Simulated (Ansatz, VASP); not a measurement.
One calculation of HRh6, two programs

The input INCAR:

```
  PREC = Accurate
  ENCUT = 520
  EDIFF = 1E-6
  ISMEAR = 0
  SIGMA = 0.1
  LREAL = False
  LASPH = True
  NELM = 60
  ALGO = Normal
  ISIF = 2
  LWAVE = False
  LCHARG = True
  LDIPOL = True
  IDIPOL = 3
  DIPOL = 0.5 0.5 0.299
  GGA = PE
  LELF = True
  LVHAR = True
  LVACPOTAV = True
  NBANDS = 104
```

The input KPOINTS:

```
Automatic mesh
0
Gamma
  6 6 1
```

POSCAR

```
HRh6
1.0
    5.4165863251      0.0000000000      0.0000000000
   -2.7082931626      4.6909013593      0.0000000000
    0.0000000000      0.0000000000     22.2966119230
Rh H
12 2
Direct
    0.3333333333      0.1666666667      0.1793994538
    0.3333333333      0.6666666667      0.1793994538
    0.8333333333      0.1666666667      0.1793994538
    0.8333333333      0.6666666667      0.1793994538
    0.1666666667      0.3333333333      0.2757769167
    0.1666666667      0.8333333333      0.2757769167
    0.6666666667      0.3333333333      0.2757769167
    0.6666666667      0.8333333333      0.2757769167
    0.0000000000      0.0000000000      0.3721019118
    0.0000000000      0.5000000000      0.3721019118
    0.5000000000      0.0000000000      0.3721019118
    0.5000000000      0.5000000000      0.3721019118
    0.2153584700      0.4307169401      0.4353402192
    0.2846415300      0.5692830599      0.4353402192
```

Input for Ansatz:

```yaml
crystal:
  lattice:
    - [5.4165863251, 0.0, 0.0]
    - [-2.7082931626, 4.6909013593, 0.0]
    - [0.0, 0.0, 22.296611923]
  atoms:
    - { symbol: Rh, position: [0.3333333333, 0.1666666667, 0.1793994538] }
    - { symbol: Rh, position: [0.3333333333, 0.6666666667, 0.1793994538] }
    - { symbol: Rh, position: [0.8333333333, 0.1666666667, 0.1793994538] }
    - { symbol: Rh, position: [0.8333333333, 0.6666666667, 0.1793994538] }
    - { symbol: Rh, position: [0.1666666667, 0.3333333333, 0.2757769167] }
    - { symbol: Rh, position: [0.1666666667, 0.8333333333, 0.2757769167] }
    - { symbol: Rh, position: [0.6666666667, 0.3333333333, 0.2757769167] }
    - { symbol: Rh, position: [0.6666666667, 0.8333333333, 0.2757769167] }
    - { symbol: Rh, position: [0.0, 0.0, 0.3721019118] }
    - { symbol: Rh, position: [0.0, 0.5, 0.3721019118] }
    - { symbol: Rh, position: [0.5, 0.0, 0.3721019118] }
    - { symbol: Rh, position: [0.5, 0.5, 0.3721019118] }
    - { symbol: H, position: [0.21535847, 0.4307169401, 0.4353402192] }
    - { symbol: H, position: [0.28464153, 0.5692830599, 0.4353402192] }
basis:
  ecutwfc: 420
kpoints:
  mp_grid: { grid: [6, 6, 1] }
hamiltonian:
  xc: pbe
  pseudopotentials: { kind: paw, azcp: { folder: soft_1 } }
scf:
  occupations: { method: gaussian, width: 0.1 }
output:
  forces: true
  eigenvalues: true
efield:
  axis: 3
  dipole_correction: true
  ramp_width: 0.04
```

Alike in both runs: task single point; functional PBE; k mesh 6 × 6 × 1; occupations gaussian, width 0.1 eV; no spin polarisation.

|  | VASP | Ansatz |
| --- | --- | --- |
| version | VASP 6.6.1 | Ansatz 0.2.0 |
| potentials or method | VASP PAW PBE potentials, release 64 (Rh_pv, H), cutoff 520 eV | scalar-relativistic, plane waves, PAW |
| valence electrons in the cell | 182 | 206 |

Ansatz gave:

```
gap on the k mesh at the Fermi level (eV)  : none
rms of the force components (eV/Å)         : 1.660
work function, face that differs most (eV) : 4.45
```

Task: Which values does VASP return?

Result: gap on the k mesh at the Fermi level (eV): none; rms of the force components (eV/Å): 1.669; work function, face that differs most (eV): 4.45.

Atom by atom the forces differ by 0.010 eV/Å (rms over components). A gap of «none» marks a metal or a gap that the smearing closes. The functional is the same, so the differences come from potentials, cutoffs and numerics. VASP's potentials hold 182 valence electrons a cell and Ansatz's 206, so a difference there can come from the potentials and not from the codes.
